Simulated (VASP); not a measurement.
A run of VASP 6.6.1 is set up as follows.

INCAR

```
SYSTEM = TaH
ALGO     = Normal         ! electronic algorithm
EDIFF    = 1E-7           ! SCF threshold, eV
EDIFFG   = -0.08          ! ionic threshold
ENCUT    = 600            ! plane-wave cutoff, eV
GGA      = PE             ! functional
IBRION   = 2              ! ionic algorithm
ISIF     = 3              ! what is computed and relaxed
ISMEAR   = 0              ! smearing method
LASPH    = .TRUE.         ! aspherical terms in the spheres
LCHARG   = .FALSE.        ! write CHGCAR
LREAL    = .FALSE.        ! projectors in reciprocal space
LWAVE    = .FALSE.        ! write WAVECAR
NELM     = 100            ! most SCF steps
NSW      = 36             ! ionic steps
PREC     = Accurate       ! precision mode
SIGMA    = 0.2            ! smearing width, eV
```

KPOINTS

```
k-points
0
G
  7 7 4
  0 0 0
```

POSCAR

```
TaH
1.0
    1.7400000000     -2.4500000000      0.0000000000
    1.7400000000      2.4500000000      0.0000000000
    0.0000000000      0.0000000000      4.9500000000
Ta H
2 2
Direct
    0.0000000000      0.5000000000      0.0000000000
    0.5000000000      0.0000000000      0.5000000000
    0.0000000000      0.0000000000      0.2500000000
    0.0000000000      0.0000000000      0.7500000000
```

Potentials or basis: VASP PAW PBE potentials, release 64 (Ta_pv, H).

The run is started by

```console
$ cat potpaw_PBE.64/Ta_pv/POTCAR potpaw_PBE.64/H/POTCAR > POTCAR
$ mpirun -np 1 vasp_std > vasp.out
```

(1) Predict the relaxed volume.

(2) Predict the band gap on the k mesh.

Results:

(1) 10.37 Å³/atom.

(2) zero (bands 12 and 13 overlap by 3.38 eV).

Caveat: spin-orbit coupling is left out, which moves the levels of the heavy elements.
